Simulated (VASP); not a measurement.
A run of VASP 6.6.1 is set up as follows.

File INCAR:

```
  PREC = Accurate
  ENCUT = 600
  EDIFF = 1E-6
  ISMEAR = 0
  SIGMA = 0.1
  LREAL = False
  LASPH = True
  NELM = 150
  ALGO = Normal
  ISIF = 3
  LWAVE = False
  LCHARG = False
  ISPIN = 2
  MAGMOM = 1 0 0
  LORBIT = 11
  LMAXMIX = 4
  GGA = PE
  IBRION = 2
  NSW = 90
  EDIFFG = -0.04
```

File KPOINTS:

```
regular mesh
0
Gamma
  6 6 4
```

File POSCAR:

```
TiClF
1.0
    3.9600669900      0.0000000000      0.0000000000
   -1.9800334900      3.4295186100      0.0000000000
    0.0000000000      0.0000000000      4.7262081600
Ti Cl F
1 1 1
Direct
    0.3333333300      0.6666666700      0.5000000000
    0.0000000000      0.0000000000      0.0000000000
    0.6666666700      0.3333333300      0.5000000000
```

Potentials or basis: VASP PAW PBE potentials, release 64 (Ti_sv, Cl, F).

Run with:

```bash
$ cat potpaw_PBE.64/Ti_sv/POTCAR potpaw_PBE.64/Cl/POTCAR potpaw_PBE.64/F/POTCAR > POTCAR
$ mpirun -np 1 vasp_std > vasp.out
```

Estimate the relaxed cell.

a = 3.668 Å, b = 3.668 Å, c = 4.122 Å, α = 90.00°, β = 90.00°, γ = 120.00°.

Estimate the site moments.

Ti +1.67; Cl -0.01; F -0.00 μB.

Predict the relaxed volume.

16.01 Å³/atom.

Final structure:
```
CELL_PARAMETERS angstrom
3.66787 0.00000 0.00000
-1.83394 3.17647 0.00000
0.00000 0.00000 4.12157
ATOMIC_POSITIONS crystal
Ti 0.33333 0.66667 0.50000
Cl 0.00000 0.00000 0.00000
F 0.66667 0.33333 0.50000
```

Caveat: the volume moved by over 15 % at a fixed basis, so the end points are rough.
